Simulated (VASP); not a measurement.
# Hf (P6/mmm) in VASP: further runs, part 2 of 2

VASP 6.6.1.

## (4) Single point, PBE

This run uses another cell than the first one, of 22.33 Å³/atom.

INCAR

```
PREC = Accurate
ENCUT = 520
EDIFF = 1E-7
ISMEAR = -1
SIGMA = 0.08
LREAL = False
LASPH = True
NELM = 80
ALGO = Normal
ISIF = 2
LWAVE = False
LCHARG = False
GGA = PE
NBANDS = 22
```

KPOINTS

```
regular mesh
0
Gamma
  8 8 11
```

POSCAR

```
Hf
1.0
    4.9934208615      0.0000000000      0.0000000000
   -2.4967104308      4.3244293178      0.0000000000
    0.0000000000      0.0000000000      3.1029431208
Hf
3
Direct
    0.0000000000      0.0000000000      0.0000000000
    0.3333333333      0.6666666667      0.5000000000
    0.6666666667      0.3333333333      0.5000000000
```

Potentials or basis: VASP PAW PBE potentials, release 64 (Hf_pv).

On the command line:

```bash
$ cat potpaw_PBE.64/Hf_pv/POTCAR > POTCAR
$ mpirun -np 1 vasp_std > vasp.out
```

OUTCAR:

```text
PREC = Accurate
   ENCUT = 520
   EDIFF = 1E-7
   ISMEAR = -1
   LREAL = False
   LASPH = True
   NELM = 80
   ISIF = 2
   GGA = PE

 ion  position               nearest neighbor table
   1  0.000  0.000  0.000-   2 3.27   3 3.27   2 3.27   3 3.27   2 3.27   2 3.27   3 3.27   3 3.27
                             3 3.27   3 3.27   2 3.27   2 3.27
   2  0.333  0.667  0.500-   3 2.88   3 2.88   3 2.88   1 3.27   1 3.27   1 3.27   1 3.27   1 3.27
                             1 3.27
   3  0.667  0.333  0.500-   2 2.88   2 2.88   2 2.88   1 3.27   1 3.27   1 3.27   1 3.27   1 3.27
                             1 3.27

  LATTYP: Found a hexagonal cell.
 ALAT       =     4.9934208615
 C/A-ratio  =     0.6214062878

  Lattice vectors:

 A1 = (   4.9934208615,   0.0000000000,   0.0000000000)
 A2 = (  -2.4967104308,   4.3244293178,   0.0000000000)
 A3 = (   0.0000000000,   0.0000000000,   3.1029431208)

Analysis of symmetry for initial positions (statically):
=====================================================================
 Subroutine PRICEL returns:
 Original cell was already a primitive cell.

 Routine SETGRP: Setting up the symmetry group for a
 hexagonal supercell.

 Subroutine GETGRP returns: Found 24 space group operations
 (whereof 24 operations were pure point group operations)
 out of a pool of 24 trial point group operations.

The static configuration has the point symmetry D_6h.

Analysis of symmetry for dynamics (positions and initial velocities):
=====================================================================
 Subroutine PRICEL returns:
 Original cell was already a primitive cell.

 Routine SETGRP: Setting up the symmetry group for a
 hexagonal supercell.

 Subroutine GETGRP returns: Found 24 space group operations
 (whereof 24 operations were pure point group operations)
 out of a pool of 24 trial point group operations.

The dynamic configuration has the point symmetry D_6h.

 Subroutine INISYM returns: Found 24 space group operations
 (whereof 24 operations are pure point group operations),
 and found     1 'primitive' translations

----------------------------------------------------------------------------------------

                                     Primitive cell

  volume of cell :      67.0040

  direct lattice vectors                    reciprocal lattice vectors
     4.993420861  0.000000000  0.000000000     0.200263512  0.115622193  0.000000000
    -2.496710431  4.324429318  0.000000000     0.000000000  0.231244385  0.000000000
     0.000000000  0.000000000  3.102943121     0.000000000  0.000000000  0.322274680

  length of vectors
     4.993420861  4.993420861  3.102943121     0.231244385  0.231244385  0.322274680

  position of ions in fractional coordinates (direct lattice)
     0.000000000  0.000000000  0.000000000
     0.333333333  0.666666667  0.500000000
     0.666666667  0.333333333  0.500000000

  ion indices of the primitive-cell ions
   primitive index   ion index
                 1           1
                 2           2
                 3           3

----------------------------------------------------------------------------------------

 KPOINTS: regular mesh

Automatic generation of k-mesh.
 Grid dimensions read from file:
 generate k-points for:    8    8   11

 Generating k-lattice:

  Cartesian coordinates                     Fractional coordinates (reciprocal lattice)
     0.025032939  0.014452774  0.000000000     0.125000000  0.000000000  0.000000000
     0.000000000  0.028905548  0.000000000     0.000000000  0.125000000  0.000000000
     0.000000000  0.000000000  0.029297698     0.000000000  0.000000000  0.090909091

  Length of vectors
     0.028905548  0.028905548  0.029297698

  Shift w.r.t. Gamma in fractional coordinates (k-lattice)
     0.000000000  0.000000000  0.000000000

 Subroutine IBZKPT returns following result:
 ===========================================

 Found     60 irreducible k-points:

 Following reciprocal coordinates:
            Coordinates               Weight
  0.000000  0.000000  0.000000      1.000000
  0.125000  0.000000  0.000000      6.000000
  0.250000  0.000000  0.000000      6.000000
  0.375000  0.000000  0.000000      6.000000
  0.500000  0.000000  0.000000      3.000000
  0.125000  0.125000  0.000000      6.000000
[... 16 lines left out ...]
  0.250000  0.000000  0.181818     12.000000
  0.375000  0.000000  0.181818     12.000000
 [... further k-points ...]
   k-points           NKPTS =     60   k-points in BZ     NKDIM =     60   number of bands    NBANDS=     22
   number of dos      NEDOS =    301   number of ions     NIONS =      3
   total plane-waves  NPLWV =  38400
   dimension x,y,z NGX =    40 NGY =   40 NGZ =   24
   dimension x,y,z NGXF=    80 NGYF=   80 NGZF=   48
   ions per type =               3
   NGX,Y,Z   is equivalent  to a cutoff of  13.32, 13.32, 12.86 a.u.
   NGXF,Y,Z  is equivalent  to a cutoff of  26.63, 26.63, 25.72 a.u.
 SYSTEM =  unknown system
   PREC   = accura    normal or accurate (medium, high low for compatibility)
   ISTART =      0    job   : 0-new  1-cont  2-samecut
   ICHARG =      2    charge: 1-file 2-atom 10-const
   ISPIN  =      1    spin polarized calculation?
   LNONCOLLINEAR =      F non collinear calculations
   LSORBIT =      F    spin-orbit coupling
   LASPH  =      T    aspherical Exc in radial PAW
   ENCUT  =  520.0 eV  38.22 Ry    6.18 a.u.   9.28  9.28  5.77*2*pi/ulx,y,z
   NELM   =     80;   NELMIN=  2; NELMDL= -5     # of ELM steps
   EDIFF  = 0.1E-06   stopping-criterion for ELM
   LREAL  =      F    real-space projection
   EDIFFG = 0.1E-05   stopping-criterion for IOM
   NSW    =      0    number of steps for IOM
   IBRION =     -1    ionic relax: 0-MD 1-quasi-New 2-CG
   NFREE  =      0    steps in history (QN), initial steepest desc. (CG)
   ISIF   =      2    stress and relaxation
   ISYM   =      2    0-nonsym 1-usesym 2-fastsym
   POTIM  = 0.5000    time-step for ionic-motion
   TEBEG  =    0.0;   TEEND  =   0.0 temperature during run
   PSTRESS=    0.0 pullay stress
   NELECT =      30.0000    total number of electrons
   NUPDOWN=      -1.0000    fix difference up-down
   EMIN   =  10.00;   EMAX   =-10.00  energy-range for DOS
   EFERMI =   0.00;   METHOD = LEGACY
   ISMEAR =    -1;   SIGMA  =   0.08  broadening in eV -4-tet -1-fermi 0-gaus
   EFERMI_NEDOS =   21; number of points for ismear=-14 and -15
   IALGO  =     38    algorithm
   IMIX   =      4    mixing-type and parameters
     AMIX     =   0.40;   BMIX     =  1.00
     AMIX_MAG =   1.60;   BMIX_MAG =  1.00
  volume/ion in A,a.u.               =      22.33       150.72
  Fermi-wavevector in a.u.,A,eV,Ry     =   1.252415  2.366721 21.341333  1.568544
  Thomas-Fermi vector in A             =   2.386317
   LORBIT       =      0    0 simple, 1 ext, 2 COOP (PROOUT), +10 PAW based schemes
   GGA     = PE    functional components
   LHFCALC =     F    Hartree Fock is set to
   AEXX    =    0.0000 exact exchange contribution
   IVDW    =     0    specifies the selected vdW correction
   LEPSILON=     F    determine dielectric tensor
   LRPA    =     F    only Hartree local field effects (RPA)
 non-spin polarized calculation
  energy-cutoff  :      520.00
  volume of cell :       67.00
 maximum number of plane-waves:      1830
 NGX is ok and might be reduce to    40
   NGX = 19   NGY = 19   NGZ = 11

 number of electron      30.0000003 magnetization

 Free energy of the ion-electron system (eV)
  ---------------------------------------------------
  ext. energy  EPLUGINS =         0.00000000
  ---------------------------------------------------
  free energy    TOTEN  =       -29.66905374 eV

  energy without entropy =      -29.61520972  energy(sigma->0) =      -29.64213173

 E-fermi :   4.7332     XC(G=0): -11.2897

 val. band max:        4.7185063068   @ k =   0.3750   0.1250   0.0000
 cond. band min:       4.7391185334   @ k =   0.2500   0.2500   0.0000
 fundamental gap:      0.0206122265
 Fermi energy:         4.7332056421

 k-point     1 :       0.0000    0.0000    0.0000
  band No.  band energies     occupation
      1     -25.9929      2.00000
      2     -25.9929      2.00000
      3     -25.9264      2.00000
      4     -25.9264      2.00000
      5     -25.5946      2.00000
      6     -25.3588      2.00000
[... 574 lines left out ...]
      6     -25.4917      2.00000
[... 14 lines left out ...]
     21       7.9702      0.00000
     22       8.5155      0.00000

 [... further k-points ...]

------------------------ aborting loop because EDIFF is reached ----------------------------------------

  FORCE on cell =-STRESS in cart. coord.  units (eV):
  Direction    XX          YY          ZZ          XY          YZ          ZX
  --------------------------------------------------------------------------------------
  -------------------------------------------------------------------------------------
  Total       -0.2098545     -0.2098545     -0.1473630      0.0000000     -0.0000000     -0.0000000
  in kB       -5.0179695     -5.0179695     -3.5236934      0.0000000     -0.0000000     -0.0000000
  external PRESSURE =      -4.5198775 kB  Pullay stress =       0.0000000 kB

 VOLUME and BASIS-vectors are now :
 -----------------------------------------------------------------------------
  energy-cutoff  :      520.00
  volume of cell :       67.00
      direct lattice vectors                 reciprocal lattice vectors
     4.993420861  0.000000000  0.000000000     0.200263512  0.115622193  0.000000000
    -2.496710431  4.324429318  0.000000000     0.000000000  0.231244385  0.000000000
     0.000000000  0.000000000  3.102943121     0.000000000  0.000000000  0.322274680

 POSITION                                       TOTAL-FORCE (eV/Angst)
 -----------------------------------------------------------------------------------
      0.00000      0.00000      0.00000         0.000000      0.000000      0.000000
     -0.00000      2.88295      1.55147        -0.000000     -0.000000      0.000000
      2.49671      1.44148      1.55147         0.000000      0.000000      0.000000
 -----------------------------------------------------------------------------------
    total drift:                                0.000000     -0.000000      0.000000

  FREE ENERGIE OF THE ION-ELECTRON SYSTEM (eV)
  ---------------------------------------------------
  free  energy   TOTEN  =       -29.6690537418 eV

  energy  without entropy=      -29.6152097187  energy(sigma->0) =      -29.64213173
```

OSZICAR:

```text
N       E                     dE             d eps       ncg     rms          rms(c)
DAV:   1     0.961496062621E+02    0.96150E+02   -0.16408E+04  2656   0.129E+03
DAV:   2    -0.253354661560E+02   -0.12149E+03   -0.11509E+03  3074   0.298E+02
DAV:   3    -0.307051645916E+02   -0.53697E+01   -0.50628E+01  3602   0.387E+01
DAV:   4    -0.308014123369E+02   -0.96248E-01   -0.95920E-01  3106   0.527E+00
DAV:   5    -0.308034703992E+02   -0.20581E-02   -0.20577E-02  3552   0.647E-01    0.786E+01
DAV:   6    -0.299632408827E+02    0.84023E+00   -0.78337E-01  2892   0.564E+00    0.459E+01
DAV:   7    -0.296830967389E+02    0.28014E+00   -0.13409E+00  2964   0.681E+00    0.266E+00
DAV:   8    -0.296716093703E+02    0.11487E-01   -0.87587E-02  3322   0.166E+00    0.147E+00
DAV:   9    -0.296691065097E+02    0.25029E-02   -0.13843E-02  3312   0.845E-01    0.561E-01
DAV:  10    -0.296690589059E+02    0.47604E-04   -0.15543E-03  3286   0.251E-01    0.140E-01
DAV:  11    -0.296690537413E+02    0.51646E-05   -0.55624E-05  3316   0.542E-02    0.466E-02
DAV:  12    -0.296690546488E+02   -0.90753E-06   -0.72043E-06  3494   0.181E-02    0.286E-02
DAV:  13    -0.296690539697E+02    0.67909E-06   -0.11417E-06  3150   0.919E-03    0.434E-03
DAV:  14    -0.296690536981E+02    0.27165E-06   -0.21002E-07  2536   0.297E-03    0.337E-03
DAV:  15    -0.296690537418E+02   -0.43707E-07   -0.21520E-08  1938   0.129E-03
   1 F= -.29669054E+02 E0= -.29642132E+02  d E =-.538440E-01
```

Wall time 2.2 min (1 thread of Intel Xeon 8259CL, shared host); peak memory 0.22 GiB.

What came out:

```
Free energy            : -29.6691 eV
Pressure               : -0.5 GPa
Band gap on the k mesh : zero (bands 15 and 16 overlap by 0.91 eV)
```

Caveat: spin-orbit coupling is left out, which moves the levels of the heavy elements.
